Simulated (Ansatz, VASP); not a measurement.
## One calculation of SiC, two programs

File POSCAR:

```
SiC
1.0
    0.0000000000      2.1560476586      2.1560476586
    2.1560476586      0.0000000000      2.1560476586
    2.1560476586      2.1560476586      0.0000000000
Si C
1 1
Direct
    0.0000000000      0.0000000000      0.0000000000
    0.2500000000      0.2500000000      0.2500000000
```

The input INCAR.step1:

```
SYSTEM = SiC
ALGO = Normal
EDIFF = 1E-5
ENCUT = 660
GGA = PE
GGA_COMPAT = .FALSE.
ISMEAR = 0
LASPH = .TRUE.
LCHARG = .FALSE.
LREAL = .FALSE.
LWAVE = .TRUE.
NBANDS = 11
NELM = 120
PREC = Accurate
SIGMA = 0.01
```

Contents of INCAR.step2:

```
SYSTEM = SiC
ALGO = Normal
EDIFF = 1E-6
ENCUT = 660
GGA_COMPAT = .FALSE.
ISIF = 2
ISMEAR = 0
ISTART = 1
LASPH = .TRUE.
LCHARG = .TRUE.
LELF = .TRUE.
LMIXTAU = .TRUE.
LREAL = .FALSE.
LVHAR = .TRUE.
LWAVE = .FALSE.
METAGGA = R2SCAN
NBANDS = 11
NELM = 120
PREC = Accurate
SIGMA = 0.01
```

File KPOINTS:

```
k-points
0
G
  8 8 8
  0 0 0
```

Input for Ansatz:

```yaml
crystal:
  lattice:
    - [0.0, 2.1560476586, 2.1560476586]
    - [2.1560476586, 0.0, 2.1560476586]
    - [2.1560476586, 2.1560476586, 0.0]
  atoms:
    - { symbol: Si, position: [0.0, 0.0, 0.0] }
    - { symbol: C, position: [0.25, 0.25, 0.25] }
kpoints:
  mp_grid: { grid: [8, 8, 8] }
hamiltonian:
  xc: r2scan
scf:
  occupations: { method: fixed }
  n_extra_bands: 4
output:
  forces: true
  stress: true
  eigenvalues: true
```

Alike in both runs: task single point; functional r2SCAN; k mesh 8 × 8 × 8; no spin polarisation.

|  | VASP | Ansatz |
| --- | --- | --- |
| version | VASP 6.6.1 | Ansatz 0.2.0 |
| potentials or method | VASP PAW PBE potentials, release 64 (Si, C) | plane waves, PAW |
| plane-wave cutoff (eV) | 660 | 500 |
| occupations | gaussian, width 0.01 eV | fixed |
| valence electrons in the cell | 8 | 8 |

```csv
,VASP,Ansatz,Ansatz less VASP
gap on the k mesh at the Fermi level (eV),1.71,1.69,-0.013
pressure (GPa),7.0,7.4,+0.43
```

VASP's potentials were made for PBE, not for r2SCAN.
